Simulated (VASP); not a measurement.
Set up this calculation in VASP 6.6.1, as the native input.

| Quantity | Value |
| --- | --- |
| Task | single point |
| Functional | PBEsol |
| Potentials or basis | VASP PAW PBE potentials, release 64 (Al, Ni) |
| Cutoff | 520 eV |
| k mesh | 20 × 20 × 20 |
| Occupations | gaussian, width 0.15 eV |
| Spin | no spin polarisation |
| Dipole correction | no |
| Further INCAR settings | ALGO = Fast; EDIFF = 1e-06; NBANDS = 14 |

The structure of AlNi lies in POSCAR:

```
AlNi
1.0
    2.0819679297     -2.0819902819      0.0000000000
    2.0819679297      2.0819902819      0.0000000000
    0.0000000000      0.0000000000      2.8694088109
Al Ni
1 1
Direct
    0.0000000000      0.0000000000      0.0000000000
    0.5000000000      0.5000000000      0.5000000000
```

This cell differs from its parent crystal: strain +0.030 along x and y, +0.000 along z.

The input as run:

INCAR

```
SYSTEM = AlNi
PREC = Accurate
ENCUT = 520
EDIFF = 1E-6
ISMEAR = 0
SIGMA = 0.15
LREAL = .False.
LASPH = .True.
NELM = 80
ALGO = Fast
ISIF = 2
LWAVE = .False.
LCHARG = .True.
GGA = PS
LELF = .True.
LVHAR = .True.
NBANDS = 14
```

KPOINTS

```
regular mesh
0
Gamma
  20 20 20
  0 0 0
```

Potentials or basis: VASP PAW PBE potentials, release 64 (Al, Ni).

The run is started by

```bash
$ cat potpaw_PBE.64/Al/POTCAR potpaw_PBE.64/Ni/POTCAR > POTCAR
$ mpirun -np 1 vasp_std > vasp.out
```

It gave:

- Pressure: -9.0 GPa
- Band gap on the k mesh: zero (an odd number of electrons rules out a gap without spin polarisation)

Caveat: the cell differs from its parent crystal (strain +0.030 along x and y, +0.000 along z); the cell stands under tension; the PAW data sets were made with another functional, which shifts forces and pressure a little.

Wall time 11 min on 1 thread of Intel Xeon 8259CL, with other jobs on the host, peak memory 0.52 GiB.
